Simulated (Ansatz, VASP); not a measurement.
Ge in VASP and in Ansatz

The input INCAR:

```
SYSTEM = Ge
  PREC = Accurate
  ENCUT = 520
  EDIFF = 1E-6
  ISMEAR = 0
  SIGMA = 0.1
  LREAL = .FALSE.
  LASPH = .TRUE.
  NELM = 80
  ALGO = Normal
  ISIF = 2
  LWAVE = .FALSE.
  LCHARG = .TRUE.
  LDIPOL = .TRUE.
  IDIPOL = 3
  DIPOL = 0.5 0.5 0.500
  GGA = PE
  IVDW = 12
  LELF = .TRUE.
  LVHAR = .TRUE.
  LVACPOTAV = .TRUE.
  NBANDS = 21
```

Contents of KPOINTS:

```
regular mesh
0
G
  12 12 1
  0 0 0
```

File POSCAR:

```
Ge
1.0
    3.8360000000      0.0000000000      0.0000000000
   -1.9180000000      3.3220734489      0.0000000000
    0.0000000000      0.0000000000     28.0000000000
Ge
2
Direct
    0.3333333333      0.6666666667      0.5183214286
    0.6666666667      0.3333333333      0.4816785714
```

Input for Ansatz:

```yaml
crystal:
  lattice:
    - [3.836, 0.0, 0.0]
    - [-1.918, 3.3220734489, 0.0]
    - [0.0, 0.0, 28.0]
  atoms:
    - { symbol: Ge, position: [0.3333333333, 0.6666666667, 0.5183214286] }
    - { symbol: Ge, position: [0.6666666667, 0.3333333333, 0.4816785714] }
  periodic: [true, true, false]
basis:
  ecutwfc: 420
kpoints:
  mp_grid: { grid: [12, 12, 1] }
hamiltonian:
  xc: pbe
  pseudopotentials: { kind: paw, azcp: { folder: soft_1 } }
  dispersion: d3bj
scf:
  occupations: { method: gaussian, width: 0.1 }
output:
  forces: true
  stress: true
  eigenvalues: true
```

Alike in both runs: task single point; functional PBE; dispersion D3(BJ); k mesh 12 × 12 × 1; occupations gaussian, width 0.1 eV; no spin polarisation.

|  | VASP | Ansatz |
| --- | --- | --- |
| version | VASP 6.6.1 | Ansatz 0.2.0 |
| potentials or method | VASP PAW PBE potentials, release 64 (Ge_d), cutoff 520 eV | scalar-relativistic, plane waves, PAW |
| valence electrons in the cell | 28 | 28 |

|  | VASP | Ansatz | Ansatz less VASP |
| --- | --- | --- | --- |
| gap on the k mesh at the Fermi level (eV) | none | none | - |
| rms of the force components (eV/Å) | 0.518 | 0.517 | -0.0020 |
| work function, face that differs most (eV) | 4.12 | 4.12 | 0.000 |

Atom by atom the forces differ by 0.002 eV/Å (rms over components). A gap of «none» marks a metal or a gap that the smearing closes.
